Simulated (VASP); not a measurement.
A run of VASP 6.6.1 is set up as follows.

File INCAR:

```
PREC = Accurate
ENCUT = 520
EDIFF = 1E-6
ISMEAR = 0
SIGMA = 0.02
LREAL = F
LASPH = T
NELM = 80
ALGO = Normal
ISIF = 2
LWAVE = F
LCHARG = T
GGA = PE
LELF = T
LVHAR = T
NBANDS = 22
```

The input KPOINTS:

```
Automatic mesh
0
Gamma
  11 11 5
```

Contents of POSCAR:

```
Cl
1.0
    3.9929152528     -2.1402005818      0.0000000000
    3.9929152528      2.1402005818      0.0000000000
    0.0000000000      0.0000000000      8.3368728735
Cl
4
Direct
    0.8860679694      0.1139320306      0.1064956741
    0.6139320306      0.3860679694      0.6064956741
    0.1139320306      0.8860679694      0.8935043259
    0.3860679694      0.6139320306      0.3935043259
```

Potentials or basis: VASP PAW PBE potentials, release 64 (Cl).

Run with:

```sh
$ cat potpaw_PBE.64/Cl/POTCAR > POTCAR
$ mpirun -np 1 vasp_std > vasp.out
```

**Question.** Predict the largest force.

**Answer.** 0.173 eV/Å.

**Question.** Estimate the pressure.

**Answer.** -0.3 GPa.

**Question.** Estimate the band gap on the k mesh.

**Answer.** 2.34 eV.

Forces in eV/Å, atoms in the order of the input:
```
Cl   0.000 -0.082 -0.152
Cl   0.000  0.082 -0.152
Cl   0.000  0.082  0.152
Cl   0.000 -0.082  0.152
```

Caveat: this functional lacks dispersion, which holds the molecules together, so the pressure and a relaxed volume are unreliable. A k mesh can miss the band edges.
